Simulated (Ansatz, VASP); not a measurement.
## One calculation of BeS, two programs

The input INCAR:

```
PREC = Accurate
ENCUT = 600
EDIFF = 1E-6
ISMEAR = 0
SIGMA = 0.1
LREAL = F
LASPH = T
NELM = 120
ALGO = Normal
ISIF = 2
LWAVE = F
LCHARG = F
GGA = PS
NBANDS = 11
GGA_COMPAT = F
```

Contents of KPOINTS:

```
regular mesh
0
Gamma
  8 8 8
```

Contents of POSCAR:

```
BeS
1.0
    0.0000000000      2.4351516489      2.4351516489
    2.4351516489      0.0000000000      2.4351516489
    2.4351516489      2.4351516489      0.0000000000
Be S
1 1
Direct
    0.0000000000      0.0000000000      0.0000000000
    0.7500000000      0.7500000000      0.7500000000
```

Input for Ansatz:

```yaml
crystal:
  lattice:
    - [0.0, 2.4351516489, 2.4351516489]
    - [2.4351516489, 0.0, 2.4351516489]
    - [2.4351516489, 2.4351516489, 0.0]
  atoms:
    - { symbol: Be, position: [0.0, 0.0, 0.0] }
    - { symbol: S, position: [0.75, 0.75, 0.75] }
basis:
  ecutwfc: 420
kpoints:
  mp_grid: { grid: [8, 8, 8] }
hamiltonian:
  xc: pbesol
scf:
  occupations: { method: gaussian, width: 0.1 }
output:
  forces: true
  stress: true
  eigenvalues: true
```

Alike in both runs: task single point; functional PBEsol; k mesh 8 × 8 × 8; occupations gaussian, width 0.1 eV; no spin polarisation.

|  | VASP | Ansatz |
| --- | --- | --- |
| version | VASP 6.6.1 | Ansatz 0.2.0 |
| potentials or method | VASP PAW PBE potentials, release 64 (Be, S), cutoff 600 eV | scalar-relativistic, plane waves, PAW |
| valence electrons in the cell | 8 | 8 |

Ansatz gave:

```
gap on the k mesh at the Fermi level (eV) : 2.95
least direct gap on the mesh (eV)         : 5.58
pressure (GPa)                            : -1.9
```

Question: What did VASP give for the same quantities?

Answer: gap on the k mesh at the Fermi level (eV): 2.96; least direct gap on the mesh (eV): 5.59; pressure (GPa): -1.7.

VASP's potentials were made for PBE, not for PBEsol. With one functional, cell and mesh, what is left measures potentials, basis and numerics.
